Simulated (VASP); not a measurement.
# Si (Imma) in VASP: notebook, part 2 of 2

VASP 6.6.1. Earlier steps stand in the parts before.

## (3) Electric field gradients, LDA (volume scaled by 1.06)

File INCAR:

```
SYSTEM = Si
  PREC = Accurate
  ENCUT = 520
  EDIFF = 1E-8
  ISMEAR = -1
  SIGMA = 0.05
  LREAL = .False.
  LASPH = .True.
  NELM = 60
  ALGO = Normal
  ISIF = 2
  LWAVE = .False.
  LCHARG = .False.
  LEFG = .True.
  NBANDS = 11
```

File KPOINTS:

```
Automatic mesh
0
Gamma
  16 16 16
  0 0 0
```

File POSCAR:

```
Si
1.0
   -2.2951484633      2.4149529699      1.3000063486
    2.2951484633     -2.4149529699      1.3000063486
    2.2951484633      2.4149529699     -1.3000063486
Si
2
Direct
    0.8070000000      0.5570000000      0.2500000000
    0.1930000000      0.4430000000      0.7500000000
```

Potentials or basis: VASP PAW LDA potentials, release 64 (Si).

Run with:

```sh
> cat potpaw_LDA.64/Si/POTCAR > POTCAR
> mpirun -np 1 vasp_std > vasp.out
```

OUTCAR:

```text
SYSTEM = Si
   PREC = Accurate
   ENCUT = 520
   EDIFF = 1E-8
   ISMEAR = -1
   LREAL = .False.
   LASPH = .True.
   NELM = 60
   ISIF = 2

 ion  position               nearest neighbor table
   1  0.807  0.557  0.250-   2 2.43   2 2.43   2 2.50   2 2.50   2 2.80   2 2.80
   2  0.193  0.443  0.750-   1 2.43   1 2.43   1 2.50   1 2.50   1 2.80   1 2.80

  LATTYP: Found a body centered orthorhombic cell.
 ALAT       =     2.6000126972
 B/A-ratio  =     1.7654901961
 C/A-ratio  =     1.8576470588

  Lattice vectors:

 A1 = (   2.2951484633,  -2.4149529699,   1.3000063486)
 A2 = (  -2.2951484633,  -2.4149529699,  -1.3000063486)
 A3 = (   2.2951484633,   2.4149529699,  -1.3000063486)

Analysis of symmetry for initial positions (statically):
=====================================================================
 Subroutine PRICEL returns:
 Original cell was already a primitive cell.

 Routine SETGRP: Setting up the symmetry group for a
[... 529 lines left out ...]
    -2.295148463  2.414952970  1.300006349     0.000000000  0.207043369  0.384613506
     2.295148463 -2.414952970  1.300006349     0.217850831  0.000000000  0.384613506
     2.295148463  2.414952970 -1.300006349     0.217850831  0.207043369  0.000000000

 POSITION                                       TOTAL-FORCE (eV/Angst)
 -----------------------------------------------------------------------------------
      0.00000      1.20748      1.44821         0.000000      0.000000      0.061334
      2.29515      1.20748     -0.14820        -0.000000     -0.000000     -0.061334
 -----------------------------------------------------------------------------------
    total drift:                                0.000000     -0.000000     -0.000000

  FREE ENERGIE OF THE ION-ELECTRON SYSTEM (eV)
  ---------------------------------------------------
  free  energy   TOTEN  =       -11.4850354495 eV

  energy  without entropy=      -11.4788967338  energy(sigma->0) =      -11.48196609

 Electric field gradients (V/A^2)
---------------------------------------------------------------------
 ion       V_xx      V_yy      V_zz      V_xy      V_xz      V_yz
---------------------------------------------------------------------
   1       9.231   -25.052    15.821    -0.000    -0.000    -0.000
   2       9.231   -25.052    15.821    -0.000    -0.000    -0.000
---------------------------------------------------------------------

 Electric field gradients after diagonalization (V/A^2)
 (convention: |V_zz| > |V_xx| > |V_yy|)
----------------------------------------------------------------------
 ion       V_xx      V_yy      V_zz     asymmetry (V_yy - V_xx)/ V_zz
----------------------------------------------------------------------
   1      15.821     9.231   -25.052       0.263
   2      15.821     9.231   -25.052       0.263
----------------------------------------------------------------------

           NMR quadrupolar parameters

 Cq : quadrupolar parameter    Cq=e*Q*V_zz/h
 eta: asymmetry parameters     (V_yy - V_xx)/ V_zz
 Q  : nuclear electric quadrupole moment in mb (millibarn)
----------------------------------------------------------------------
 ion       Cq(MHz)       eta       Q (mb)
----------------------------------------------------------------------
   1      -0.061       0.263       1.000
   2      -0.061       0.263       1.000
----------------------------------------------------------------------
```

OSZICAR:

```text
N       E                     dE             d eps       ncg     rms          rms(c)
DAV:   1     0.484716161300E+01    0.48472E+01   -0.34714E+03 13670   0.612E+02
DAV:   2    -0.110767867361E+02   -0.15924E+02   -0.15299E+02 17799   0.858E+01
DAV:   3    -0.115182841096E+02   -0.44150E+00   -0.43796E+00 17707   0.118E+01
DAV:   4    -0.115201446662E+02   -0.18606E-02   -0.18602E-02 16666   0.950E-01
DAV:   5    -0.115201532536E+02   -0.85874E-05   -0.85877E-05 17200   0.584E-02    0.458E+00
DAV:   6    -0.114981017005E+02    0.22052E-01   -0.46937E-03 16017   0.322E-01    0.263E+00
DAV:   7    -0.114851371224E+02    0.12965E-01   -0.95053E-03 15701   0.474E-01    0.188E-01
DAV:   8    -0.114850463074E+02    0.90815E-04   -0.68380E-04 16100   0.148E-01    0.390E-02
DAV:   9    -0.114850356996E+02    0.10608E-04   -0.18636E-05 17355   0.264E-02    0.201E-02
DAV:  10    -0.114850354430E+02    0.25664E-06   -0.18086E-06 17820   0.754E-03    0.108E-03
DAV:  11    -0.114850354495E+02   -0.64932E-08   -0.77599E-08 16237   0.177E-03
   1 F= -.11485035E+02 E0= -.11481966E+02  d E =-.613872E-02
```

Run time: 4.5 min. Hardware: 1 thread of Intel Xeon 6975P-C, shared host; peak memory 0.26 GiB.

What came out:

```
Free energy            : -11.4850 eV
Pressure               : 2.5 GPa
Largest force          : 0.061 eV/Å
Band gap on the k mesh : zero (band 4 reaches 12.72 eV, above the bottom of band 5 at 5.71 eV)
```

Forces in eV/Å, atoms in the order of the input:
```
Si   0.000  0.000  0.061
Si   0.000  0.000 -0.061
```

Stress tensor (GPa, compression positive):
```
1.97 0.00 0.00
0.00 3.15 0.00
0.00 0.00 2.33
```

Levels at points of the mesh, in eV from the Fermi level:
| k point | band 2 | band 3 | band 4 | band 5 | band 6 | band 7 |
| --- | --- | --- | --- | --- | --- | --- |
| (0.00, 0.00, 0.00) | -2.80 | -2.34 | -1.89 | 1.40 | 7.69 | 8.62 |
| (0.50, 0.00, 0.00) | -7.29 | -1.74 | -1.37 | -1.22 | 0.25 | 4.56 |
| (0.00, 0.50, 0.00) | -6.89 | -2.66 | -2.08 | -1.62 | 1.37 | 4.89 |
| (0.50, 0.50, 0.00) | -11.00 | 0.20 | 0.20 | 2.81 | 2.81 | 8.23 |
| (0.50, 0.50, 0.50) | -7.98 | -7.22 | -6.95 | 5.46 | 6.46 | 13.24 |

Electric field gradients, principal values (V/Å²):
| atom | least | middle | greatest (by size) |
| --- | --- | --- | --- |
| 1 Si | 9.231 | 15.821 | -25.052 |
| 2 Si | 9.231 | 15.821 | -25.052 |

Caveat: without QUAD_EFG the Cq values of the log hold for a quadrupole moment of 1 mb, not for the nuclei.
